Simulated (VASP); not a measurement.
# Al (Fmmm) in VASP: a series of runs

The runs below take Al through single point, with r2SCAN.

All numbers are computed with VASP 6.6.1; they aren't measurements. Logs are shortened: lines on timing, memory, paths and dates and some standing lists are left out, and cuts for length are marked.

### Step 1. The cell of the first run

Symmetry: Fmmm, No. 69, orthorhombic system. The conventional cell has a = 3.189 Å, b = 4.383 Å, c = 4.636 Å, α = 90.00°, β = 90.00°, γ = 90.00°. Within 3.6 Å of Al (site symmetry mmm) lie 14 Al at 2.71 to 3.19 Å.

### Step 2. Single point, r2SCAN (strain +0.0562 x Voigt [0, 0, 0, 0, 0, 1])

The input, POSCAR:

```
Al
1.0
   -1.5495668186      1.5495668186      1.5943685756
    1.5495668186     -1.5495668186      1.5943685756
    1.6391703326      1.6391703326     -1.5943685756
Al
1
Direct
    0.0000000000      0.0000000000      0.0000000000
```

The input, INCAR.step1:

```
SYSTEM = Al
  PREC = Accurate
  ENCUT = 520
  ISMEAR = 0
  SIGMA = 0.15
  LREAL = .FALSE.
  LASPH = .TRUE.
  NELM = 60
  NBANDS = 8
  GGA = PE
  ALGO = Normal
  EDIFF = 1E-4
  LWAVE = .TRUE.
  LCHARG = .FALSE.
```

The input, INCAR.step2:

```
SYSTEM = Al
  PREC = Accurate
  ENCUT = 520
  EDIFF = 1E-6
  ISMEAR = 0
  SIGMA = 0.15
  LREAL = .FALSE.
  LASPH = .TRUE.
  NELM = 60
  ALGO = Normal
  ISIF = 2
  LWAVE = .FALSE.
  LCHARG = .FALSE.
  METAGGA = R2SCAN
  LMIXTAU = .TRUE.
  NBANDS = 8
  ISTART = 1
```

The input, KPOINTS:

```
regular mesh
0
G
  26 26 26
  0 0 0
```

Potentials or basis: VASP PAW PBE potentials, release 64 (Al).

Run with:

```console
cat potpaw_PBE.64/Al/POTCAR > POTCAR
cp INCAR.step1 INCAR
mpirun -np 1 vasp_std > vasp.out
cp INCAR.step2 INCAR
mpirun -np 1 vasp_std > vasp.out
```

OUTCAR:

```text
SYSTEM = Al
   PREC = Accurate
   ENCUT = 520
   EDIFF = 1E-6
   ISMEAR = 0
   LREAL = .FALSE.
   LASPH = .TRUE.
   NELM = 60
   ISIF = 2
   METAGGA = R2SCAN
   ISTART = 1

 ion  position               nearest neighbor table
   1  0.000  0.000  0.000-

  LATTYP: Found a face centered orthorhombic cell.
 ALAT       =     3.1887371512
 B/A-ratio  =     1.3744741612
 C/A-ratio  =     1.4539529635

  Lattice vectors:

 A1 = (   3.1887371512,   0.0896035140,   0.0000000000)
 A2 = (   1.6391703326,   1.6391703326,   1.5943685756)
 A3 = (   1.5495668186,  -1.5495668186,   1.5943685756)

Analysis of symmetry for initial positions (statically):
=====================================================================
 Subroutine PRICEL returns:
 Original cell was already a primitive cell.

 Routine SETGRP: Setting up the symmetry group for a
 face centered orthorhombic supercell.

 Subroutine GETGRP returns: Found  8 space group operations
 (whereof  8 operations were pure point group operations)
 out of a pool of  8 trial point group operations.

The static configuration has the point symmetry D_2h.

Analysis of symmetry for dynamics (positions and initial velocities):
=====================================================================
 Subroutine PRICEL returns:
 Original cell was already a primitive cell.

 Routine SETGRP: Setting up the symmetry group for a
 face centered orthorhombic supercell.

 Subroutine GETGRP returns: Found  8 space group operations
 (whereof  8 operations were pure point group operations)
 out of a pool of  8 trial point group operations.

The dynamic configuration has the point symmetry D_2h.

 Subroutine INISYM returns: Found  8 space group operations
 (whereof  8 operations are pure point group operations),
 and found     1 'primitive' translations

----------------------------------------------------------------------------------------

                                     Primitive cell

  volume of cell :      16.1988

  direct lattice vectors                    reciprocal lattice vectors
    -1.549566819  1.549566819  1.594368576    -0.008819230  0.313851593  0.313603772
     1.549566819 -1.549566819  1.594368576     0.313851593 -0.008819230  0.313603772
     1.639170333  1.639170333 -1.594368576     0.305032363  0.305032363  0.000000000

  length of vectors
     2.710041661  2.710041661  2.813497808     0.443765622  0.443765622  0.431380905

  position of ions in fractional coordinates (direct lattice)
     0.000000000  0.000000000  0.000000000
[... 78 lines left out ...]
   EDIFFG = 0.1E-04   stopping-criterion for IOM
   NSW    =      0    number of steps for IOM
   IBRION =     -1    ionic relax: 0-MD 1-quasi-New 2-CG
   NFREE  =      0    steps in history (QN), initial steepest desc. (CG)
   ISIF   =      2    stress and relaxation
   ISYM   =      2    0-nonsym 1-usesym 2-fastsym
   POTIM  = 0.5000    time-step for ionic-motion
   TEBEG  =    0.0;   TEEND  =   0.0 temperature during run
   PSTRESS=    0.0 pullay stress
   NELECT =       3.0000    total number of electrons
   NUPDOWN=      -1.0000    fix difference up-down
   EMIN   =  10.00;   EMAX   =-10.00  energy-range for DOS
   EFERMI =   0.00;   METHOD = LEGACY
   ISMEAR =     0;   SIGMA  =   0.15  broadening in eV -4-tet -1-fermi 0-gaus
   EFERMI_NEDOS =   21; number of points for ismear=-14 and -15
   IALGO  =     38    algorithm
   IMIX   =      4    mixing-type and parameters
     AMIX     =   0.40;   BMIX     =  1.00
     AMIX_MAG =   1.60;   BMIX_MAG =  1.00
  volume/ion in A,a.u.               =      16.20       109.31
  Fermi-wavevector in a.u.,A,eV,Ry     =   0.933156  1.763409 11.847681  0.870780
  Thomas-Fermi vector in A             =   2.059828
   LORBIT       =      0    0 simple, 1 ext, 2 COOP (PROOUT), +10 PAW based schemes
   METAGGA = R2SCAN    functional components
   LHFCALC =     F    Hartree Fock is set to
   AEXX    =    0.0000 exact exchange contribution
   IVDW    =     0    specifies the selected vdW correction
   LEPSILON=     F    determine dielectric tensor
   LRPA    =     F    only Hartree local field effects (RPA)
 non-spin polarized calculation
 Gauss-broadening in eV      SIGMA  =   0.15
  energy-cutoff  :      520.00
  volume of cell :       16.20
 maximum number of plane-waves:       451
   NGX = 11   NGY = 11   NGZ = 11

 number of electron       3.0000000 magnetization

 Free energy of the ion-electron system (eV)
  ---------------------------------------------------
  ext. energy  EPLUGINS =         0.00000000
  ---------------------------------------------------
  free energy    TOTEN  =        -6.61820897 eV

  energy without entropy =       -6.61385529  energy(sigma->0) =       -6.61603213

 E-fermi :   8.2328     XC(G=0): -10.9899

 val. band max:        8.2327025726   @ k =  -0.0769   0.4615   0.3077
 cond. band min:       8.2353865888   @ k =  -0.1923   0.3846   0.2308
 fundamental gap:      0.0026840162
 Fermi energy:         8.2328307449

 k-point     1 :       0.0000    0.0000    0.0000
  band No.  band energies     occupation
      1      -3.7676      2.00000
      2      21.9614      0.00000
      3      21.9627      0.00000
      4      22.8198      0.00000
      5      23.4231      0.00000
      6      24.4455      0.00000
      7      24.9639      0.00000
      8      25.6625      0.00000
[... 243 lines left out ...]
 k-point    24 :       0.3846    0.0385    0.0000
  band No.  band energies     occupation
      1       1.2079      2.00000
      2       7.0122      2.00000
      3      16.6053      0.00000
      4      16.9223      0.00000
      5      19.5276      0.00000
      6      21.9335      0.00000
      7      28.8883      0.00000
      8      30.7725      0.00000

 [... further k-points ...]

------------------------ aborting loop because EDIFF is reached ----------------------------------------

  FORCE on cell =-STRESS in cart. coord.  units (eV):
  Direction    XX          YY          ZZ          XY          YZ          ZX
  --------------------------------------------------------------------------------------
  -------------------------------------------------------------------------------------
  Total        0.0029716      0.0029716     -0.0020077     -0.3200157      0.0000000      0.0000000
  in kB        0.2939122      0.2939122     -0.1985719    -31.6518239      0.0000000      0.0000000
  external PRESSURE =       0.1297508 kB  Pullay stress =       0.0000000 kB

 VOLUME and BASIS-vectors are now :
 -----------------------------------------------------------------------------
  energy-cutoff  :      520.00
  volume of cell :       16.20
      direct lattice vectors                 reciprocal lattice vectors
    -1.549566819  1.549566819  1.594368576    -0.008819230  0.313851593  0.313603772
     1.549566819 -1.549566819  1.594368576     0.313851593 -0.008819230  0.313603772
     1.639170333  1.639170333 -1.594368576     0.305032363  0.305032363  0.000000000

 POSITION                                       TOTAL-FORCE (eV/Angst)
 -----------------------------------------------------------------------------------
      0.00000      0.00000      0.00000         0.000000      0.000000      0.000000
 -----------------------------------------------------------------------------------
    total drift:                               -0.000000     -0.000000      0.000000

  FREE ENERGIE OF THE ION-ELECTRON SYSTEM (eV)
  ---------------------------------------------------
  free  energy   TOTEN  =        -6.6182089709 eV

  energy  without entropy=       -6.6138552921  energy(sigma->0) =       -6.61603213
```

Wall time 9.9 min (1 thread of Intel Xeon 6975P-C, shared host); peak memory 0.36 GiB.

What came out:

| Quantity | Value |
| --- | --- |
| Free energy | -6.6182 eV |
| Pressure | 0.0 GPa |

Caveat: the cell differs from its parent crystal (strain +0.0562 x Voigt [0, 0, 0, 0, 0, 1]); the PAW data sets were made with another functional, which shifts forces and pressure a little.

### Step 3. Single point, r2SCAN (strain +0.0187 x Voigt [0, 0, 0, 0, 0, 1])

The input, POSCAR:

```
Al
1.0
   -1.5794612294      1.5794612294      1.5943685756
    1.5794612294     -1.5794612294      1.5943685756
    1.6092759218      1.6092759218     -1.5943685756
Al
1
Direct
    0.0000000000      0.0000000000      0.0000000000
```

The input, INCAR.step1:

```
PREC = Accurate
ENCUT = 520
ISMEAR = 0
SIGMA = 0.15
LREAL = False
LASPH = True
NELM = 100
NBANDS = 8
GGA = PE
ALGO = Normal
EDIFF = 1E-4
LWAVE = True
LCHARG = False
```

The input, INCAR.step2:

```
PREC = Accurate
ENCUT = 520
EDIFF = 1E-6
ISMEAR = 0
SIGMA = 0.15
LREAL = False
LASPH = True
NELM = 100
ALGO = Normal
ISIF = 2
LWAVE = False
LCHARG = True
METAGGA = R2SCAN
LMIXTAU = True
LELF = True
LVHAR = True
NBANDS = 8
ISTART = 1
```

The input, KPOINTS:

```
regular mesh
0
Gamma
  26 26 26
```

Potentials or basis: VASP PAW PBE potentials, release 64 (Al).

Run with:

```console
cat potpaw_PBE.64/Al/POTCAR > POTCAR
cp INCAR.step1 INCAR
mpirun -np 1 vasp_std > vasp.out
cp INCAR.step2 INCAR
mpirun -np 1 vasp_std > vasp.out
```

Wall time 9.7 min (1 thread of Intel Xeon 6975P-C, shared host); peak memory 0.37 GiB.

Results (log left out):

```yaml
Free_energy: -6.6261 eV
Pressure: -0.3 GPa
```

Stress tensor (GPa, compression positive):
```
-0.28 -1.06  0.00
-1.06 -0.28  0.00
 0.00  0.00 -0.40
```

Levels at points of the mesh, in eV from the Fermi level:
```
           k point  band 1  band 2  band 3  band 4
(0.00, 0.00, 0.00)  -12.00   14.00   14.09   14.28
(0.50, 0.00, 0.00)   -4.79   -4.03    8.70    8.91
(0.50, 0.50, 0.00)   -4.70   -3.85    8.66    8.76
(0.00, 0.00, 0.50)   -4.89   -4.22    8.76    9.15
(0.50, 0.50, 0.50)    1.94    2.03    2.13    2.93
```

Caveat: the cell differs from its parent crystal (strain +0.0187 x Voigt [0, 0, 0, 0, 0, 1]); the PAW data sets were made with another functional, which shifts forces and pressure a little.
